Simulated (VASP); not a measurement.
# Te2Mo (P6_3/mmc) in VASP: electric field gradients with r2SCAN+D3(BJ)

Aim: the electric field gradients of Te2Mo with r2SCAN+D3(BJ).

All numbers are computed with VASP 6.6.1; they aren't measurements. Logs are shortened: lines on timing, memory, paths and dates and some standing lists are left out, and cuts for length are marked.

**What was measured.**

From “Broadband infrared study of pressure-tunable Fano resonance and metallization transition in 2H-MoTe2”, 2022, pmc:9569381, for a bulk crystal of Te2Mo at 300 K: band gap 0.88 ± 0.05 eV (indirect).

The runs below are set against these values where they give the same quantity.

**1. The cell of the first run**

Symmetry: P6_3/mmc, No. 194, hexagonal system. The conventional cell has a = 3.538 Å, b = 3.538 Å, c = 14.106 Å, α = 90.00°, β = 90.00°, γ = 120.00°. Te (site symmetry 3m) has 3 Mo at 2.72 Å and 7 Te at 3.54 to 3.59 Å within 3.6 Å. Mo (site symmetry -6m2) has 6 Te at 2.72 Å and 6 Mo at 3.54 Å within 3.6 Å.

**2. Electric field gradients, r2SCAN+D3(BJ)**

Contents of POSCAR:

```
Te2Mo
1.0
    3.5376377497      0.0000000000      0.0000000000
   -1.7688188748      3.0636841606      0.0000000000
    0.0000000000      0.0000000000     14.1057701329
Te Mo
4 2
Direct
    0.3333333333      0.6666666667      0.6228877776
    0.6666666667      0.3333333333      0.1228877776
    0.3333333333      0.6666666667      0.8771122224
    0.6666666667      0.3333333333      0.3771122224
    0.3333333333      0.6666666667      0.2500000000
    0.6666666667      0.3333333333      0.7500000000
```

Contents of INCAR.step1:

```
  PREC = Accurate
  ENCUT = 520
  ISMEAR = 0
  SIGMA = 0.05
  LREAL = False
  LASPH = True
  NELM = 60
  NBANDS = 35
  GGA = PE
  ALGO = Normal
  EDIFF = 1E-4
  LWAVE = True
  LCHARG = False
```

Contents of INCAR.step2:

```
  PREC = Accurate
  ENCUT = 520
  EDIFF = 1E-8
  ISMEAR = 0
  SIGMA = 0.05
  LREAL = False
  LASPH = True
  NELM = 60
  ALGO = Normal
  ISIF = 2
  LWAVE = False
  LCHARG = False
  METAGGA = R2SCAN
  LMIXTAU = True
  IVDW = 12
  VDW_S6 = 1.0
  VDW_S8 = 0.78981345
  VDW_A1 = 0.49484001
  VDW_A2 = 5.73083694
  LEFG = True
  NBANDS = 35
  ISTART = 1
```

Contents of KPOINTS:

```
regular mesh
0
Gamma
  8 8 2
```

Potentials or basis: VASP PAW PBE potentials, release 64 (Te, Mo_sv).

On the command line:

```console
$ cat potpaw_PBE.64/Te/POTCAR potpaw_PBE.64/Mo_sv/POTCAR > POTCAR
$ cp INCAR.step1 INCAR
$ mpirun -np 1 vasp_std > vasp.out
$ cp INCAR.step2 INCAR
$ mpirun -np 1 vasp_std > vasp.out
```

OUTCAR:

```text
PREC = Accurate
   ENCUT = 520
   EDIFF = 1E-8
   ISMEAR = 0
   LREAL = False
   LASPH = True
   NELM = 60
   ISIF = 2
   METAGGA = R2SCAN
   IVDW = 12
   ISTART = 1
 IVDW          = 12

 ion  position               nearest neighbor table
   1  0.333  0.667  0.623-   6 2.72   6 2.72   6 2.72   3 3.59
   2  0.667  0.333  0.123-   5 2.72   5 2.72   5 2.72   4 3.59
   3  0.333  0.667  0.877-   6 2.72   6 2.72   6 2.72   1 3.59
   4  0.667  0.333  0.377-   5 2.72   5 2.72   5 2.72   2 3.59
   5  0.333  0.667  0.250-   2 2.72   4 2.72   2 2.72   4 2.72   2 2.72   4 2.72
   6  0.667  0.333  0.750-   1 2.72   3 2.72   1 2.72   3 2.72   1 2.72   3 2.72

  LATTYP: Found a hexagonal cell.
 ALAT       =     3.5376377497
 C/A-ratio  =     3.9873415909

  Lattice vectors:

 A1 = (   3.5376377497,   0.0000000000,   0.0000000000)
 A2 = (  -1.7688188748,   3.0636841606,   0.0000000000)
 A3 = (   0.0000000000,   0.0000000000,  14.1057701329)

Analysis of symmetry for initial positions (statically):
=====================================================================
 Subroutine PRICEL returns:
 Original cell was already a primitive cell.

 Routine SETGRP: Setting up the symmetry group for a
 hexagonal supercell.

 Subroutine GETGRP returns: Found 24 space group operations
 (whereof 12 operations were pure point group operations)
 out of a pool of 24 trial point group operations.

The static configuration has the point symmetry D_3d.
 The point group associated with its full space group is D_6h.

Analysis of symmetry for dynamics (positions and initial velocities):
=====================================================================
 Subroutine PRICEL returns:
 Original cell was already a primitive cell.

 Routine SETGRP: Setting up the symmetry group for a
 hexagonal supercell.

 Subroutine GETGRP returns: Found 24 space group operations
 (whereof 12 operations were pure point group operations)
 out of a pool of 24 trial point group operations.

The dynamic configuration has the point symmetry D_3d.
 The point group associated with its full space group is D_6h.

 Subroutine INISYM returns: Found 24 space group operations
 (whereof 12 operations are pure point group operations),
 and found     1 'primitive' translations

----------------------------------------------------------------------------------------

                                     Primitive cell

  volume of cell :     152.8812

  direct lattice vectors                    reciprocal lattice vectors
     3.537637750  0.000000000  0.000000000     0.282674505  0.163202202  0.000000000
    -1.768818875  3.063684161  0.000000000     0.000000000  0.326404403  0.000000000
     0.000000000  0.000000000 14.105770133     0.000000000  0.000000000  0.070892974

  length of vectors
     3.537637750  3.537637750 14.105770133     0.326404403  0.326404403  0.070892974

  position of ions in fractional coordinates (direct lattice)
     0.333333333  0.666666667  0.622887778
     0.666666667  0.333333333  0.122887778
     0.333333333  0.666666667  0.877112222
     0.666666667  0.333333333  0.377112222
     0.333333333  0.666666667  0.250000000
     0.666666667  0.333333333  0.750000000

  ion indices of the primitive-cell ions
   primitive index   ion index
                 1           1
                 2           2
                 3           3
                 4           4
                 5           5
                 6           6

----------------------------------------------------------------------------------------

 KPOINTS: regular mesh

Automatic generation of k-mesh.
 Grid dimensions read from file:
 generate k-points for:    8    8    2

 Generating k-lattice:

  Cartesian coordinates                     Fractional coordinates (reciprocal lattice)
[... 51 lines left out ...]
   LSORBIT =      F    spin-orbit coupling
   LASPH  =      T    aspherical Exc in radial PAW
   ENCUT  =  520.0 eV  38.22 Ry    6.18 a.u.   6.58  6.58 26.23*2*pi/ulx,y,z
   NELM   =     60;   NELMIN=  2; NELMDL=  0     # of ELM steps
   EDIFF  = 0.1E-07   stopping-criterion for ELM
   LREAL  =      F    real-space projection
   EDIFFG = 0.1E-06   stopping-criterion for IOM
   NSW    =      0    number of steps for IOM
   IBRION =     -1    ionic relax: 0-MD 1-quasi-New 2-CG
   NFREE  =      0    steps in history (QN), initial steepest desc. (CG)
   ISIF   =      2    stress and relaxation
   ISYM   =      2    0-nonsym 1-usesym 2-fastsym
   POTIM  = 0.5000    time-step for ionic-motion
   TEBEG  =    0.0;   TEEND  =   0.0 temperature during run
   PSTRESS=    0.0 pullay stress
   NELECT =      52.0000    total number of electrons
   NUPDOWN=      -1.0000    fix difference up-down
   EMIN   =  10.00;   EMAX   =-10.00  energy-range for DOS
   EFERMI =   0.00;   METHOD = LEGACY
   ISMEAR =     0;   SIGMA  =   0.05  broadening in eV -4-tet -1-fermi 0-gaus
   EFERMI_NEDOS =   21; number of points for ismear=-14 and -15
   IALGO  =     38    algorithm
   IMIX   =      4    mixing-type and parameters
     AMIX     =   0.40;   BMIX     =  1.00
     AMIX_MAG =   1.60;   BMIX_MAG =  1.00
  volume/ion in A,a.u.               =      25.48       171.95
  Fermi-wavevector in a.u.,A,eV,Ry     =   1.142768  2.159518 17.768088  1.305918
  Thomas-Fermi vector in A             =   2.279465
   LORBIT       =      0    0 simple, 1 ext, 2 COOP (PROOUT), +10 PAW based schemes
   METAGGA = R2SCAN    functional components
   LHFCALC =     F    Hartree Fock is set to
   AEXX    =    0.0000 exact exchange contribution
   IVDW    =    12    specifies the selected vdW correction
   LEPSILON=     F    determine dielectric tensor
   LRPA    =     F    only Hartree local field effects (RPA)
 non-spin polarized calculation
 Gauss-broadening in eV      SIGMA  =   0.05
  energy-cutoff  :      520.00
  volume of cell :      152.88
 maximum number of plane-waves:      4204
 NGX is ok and might be reduce to    28
   NGX = 13   NGY = 13   NGZ = 53

 number of electron      52.0000002 magnetization

 Free energy of the ion-electron system (eV)
  ---------------------------------------------------
  ext. energy  EPLUGINS =         0.00000000
  ---------------------------------------------------
  free energy    TOTEN  =      -155.62531511 eV

  energy without entropy =     -155.62531511  energy(sigma->0) =     -155.62531511

 E-fermi :   8.0826     XC(G=0): -10.8965

 val. band max:        7.8046653408   @ k =   0.0000   0.0000   0.0000
 cond. band min:       8.7490192065   @ k =   0.2500   0.1250   0.0000
 fundamental gap:      0.9443538657
 Fermi energy:         8.0825925453

 k-point     1 :       0.0000    0.0000    0.0000
  band No.  band energies     occupation
      1     -54.9902      2.00000
      2     -54.9902      2.00000
      3     -28.4240      2.00000
      4     -28.4240      2.00000
      5     -28.3181      2.00000
      6     -28.3181      2.00000
[... 749 lines left out ...]
     34      11.6289      0.00000
     35      12.9958      0.00000

------------------------ aborting loop because EDIFF is reached ----------------------------------------

 Edisp (eV)   -1.47873

 E8    (eV) :    -0.5389

  FORCE on cell =-STRESS in cart. coord.  units (eV):
  Direction    XX          YY          ZZ          XY          YZ          ZX
  --------------------------------------------------------------------------------------
  -------------------------------------------------------------------------------------
  Total       0.05791     0.05791     0.17025     0.00000    -0.00000     0.00000
  in kB       0.60686     0.60686     1.78422     0.00000    -0.00000     0.00000
  external pressure =        1.00 kB  Pullay stress =        0.00 kB

 VOLUME and BASIS-vectors are now :
 -----------------------------------------------------------------------------
  energy-cutoff  :      520.00
  volume of cell :      152.88
      direct lattice vectors                 reciprocal lattice vectors
     3.537637750  0.000000000  0.000000000     0.282674505  0.163202202  0.000000000
    -1.768818875  3.063684161  0.000000000     0.000000000  0.326404403  0.000000000
     0.000000000  0.000000000 14.105770133     0.000000000  0.000000000  0.070892974

 POSITION                                       TOTAL-FORCE (eV/Angst)
 -----------------------------------------------------------------------------------
     -0.00000      2.04246      8.78631        -0.000000      0.000000     -0.030289
      1.76882      1.02123      1.73343        -0.000000     -0.000000     -0.030289
     -0.00000      2.04246     12.37234        -0.000000      0.000000      0.030289
      1.76882      1.02123      5.31946        -0.000000      0.000000      0.030289
     -0.00000      2.04246      3.52644         0.000000      0.000000     -0.000000
      1.76882      1.02123     10.57933         0.000000      0.000000     -0.000000
 -----------------------------------------------------------------------------------
    total drift:                               -0.000000      0.000000     -0.000000

  FREE ENERGIE OF THE ION-ELECTRON SYSTEM (eV)
  ---------------------------------------------------
  free  energy   TOTEN  =      -157.1040415417 eV

  energy  without entropy=     -157.1040415417  energy(sigma->0) =     -157.10404154

 Electric field gradients (V/A^2)
---------------------------------------------------------------------
 ion       V_xx      V_yy      V_zz      V_xy      V_xz      V_yz
---------------------------------------------------------------------
   1      96.537    96.537  -193.074     0.000    -0.000     0.000
   2      96.537    96.537  -193.074     0.000     0.000    -0.000
   3      96.537    96.537  -193.074     0.000     0.000    -0.000
   4      96.537    96.537  -193.074     0.000    -0.000     0.000
   5      38.444    38.443   -76.888    -0.001     0.000    -0.000
   6      38.444    38.443   -76.888    -0.001    -0.000     0.000
---------------------------------------------------------------------

 Electric field gradients after diagonalization (V/A^2)
 (convention: |V_zz| > |V_xx| > |V_yy|)
----------------------------------------------------------------------
 ion       V_xx      V_yy      V_zz     asymmetry (V_yy - V_xx)/ V_zz
----------------------------------------------------------------------
   1      96.537    96.537  -193.074       0.000
   2      96.537    96.537  -193.074       0.000
   3      96.537    96.537  -193.074       0.000
   4      96.537    96.537  -193.074       0.000
   5      38.445    38.443   -76.888       0.000
   6      38.445    38.443   -76.888       0.000
----------------------------------------------------------------------

           NMR quadrupolar parameters

 Cq : quadrupolar parameter    Cq=e*Q*V_zz/h
 eta: asymmetry parameters     (V_yy - V_xx)/ V_zz
 Q  : nuclear electric quadrupole moment in mb (millibarn)
----------------------------------------------------------------------
 ion       Cq(MHz)       eta       Q (mb)
----------------------------------------------------------------------
   1      -0.467       0.000       1.000
   2      -0.467       0.000       1.000
   3      -0.467       0.000       1.000
   4      -0.467       0.000       1.000
   5      -0.186       0.000       1.000
   6      -0.186       0.000       1.000
----------------------------------------------------------------------
```

It took 14 min on 1 thread of Intel Xeon 8259CL, shared host; peak memory 0.37 GiB.

Results:

| Item | Value |
| --- | --- |
| Free energy | -157.1040 eV |
| Pressure | 0.1 GPa |
| Largest force | 0.030 eV/Å |
| Band gap on the k mesh | 0.94 eV (least direct gap 1.28 eV) |
| Largest electric field gradient by atom | Te -193.1; Mo -76.9 V/Å² |
| Dispersion energy per atom | -0.246 eV |

Forces on the atoms (eV/Å):
```
Te   0.000  0.000 -0.030
Te   0.000  0.000 -0.030
Te   0.000  0.000  0.030
Te   0.000  0.000  0.030
Mo   0.000  0.000  0.000
Mo   0.000  0.000  0.000
```

Levels at points of the mesh, in eV from the valence-band top:
```csv
k point,band 22,band 23,band 24,band 25,band 26,band 27,band 28,band 29,band 30,band 31
"(0.00, 0.00, 0.00)",-1.16,-1.16,-1.00,-0.47,0.00,2.98,2.98,3.09,3.09,3.23
"(0.50, 0.00, 0.00)",-1.91,-1.03,-0.98,-0.75,-0.50,1.30,1.36,1.57,1.85,2.88
"(0.00, 0.00, 0.50)",-1.18,-1.18,-1.18,-0.11,-0.11,3.01,3.01,3.01,3.01,3.37
"(0.50, 0.00, 0.50)",-2.00,-0.99,-0.99,-0.62,-0.62,1.33,1.33,1.72,1.72,3.29
```

Electric field gradients, principal values (V/Å²):
| atom | least | middle | greatest (by size) |
| --- | --- | --- | --- |
| 1 Te | 96.537 | 96.537 | -193.074 |
| 2 Te | 96.537 | 96.537 | -193.074 |
| 3 Te | 96.537 | 96.537 | -193.074 |
| 4 Te | 96.537 | 96.537 | -193.074 |
| 5 Mo | 38.443 | 38.445 | -76.888 |
| 6 Mo | 38.443 | 38.445 | -76.888 |

Caveat: without QUAD_EFG the Cq values of the log hold for a quadrupole moment of 1 mb, not for the nuclei; the PAW data sets were made with another functional, which shifts forces and pressure a little; spin-orbit coupling is left out, which moves the levels of the heavy elements.

**3. How close it comes**

Step 2. Against the measured gap of Te2Mo, 0.88 eV (indirect; 300 K; quoted in “Broadband infrared study of pressure-tunable Fano resonance and metallization transition in 2H-MoTe2”, 2022, pmc:9569381), the calculated 0.94 eV is off by +0.06 eV. Spin-orbit coupling on Mo, Te is left out. The value is that of r2SCAN+D3(BJ) on a finite k mesh, which can miss the band edges, without temperature or zero-point motion.
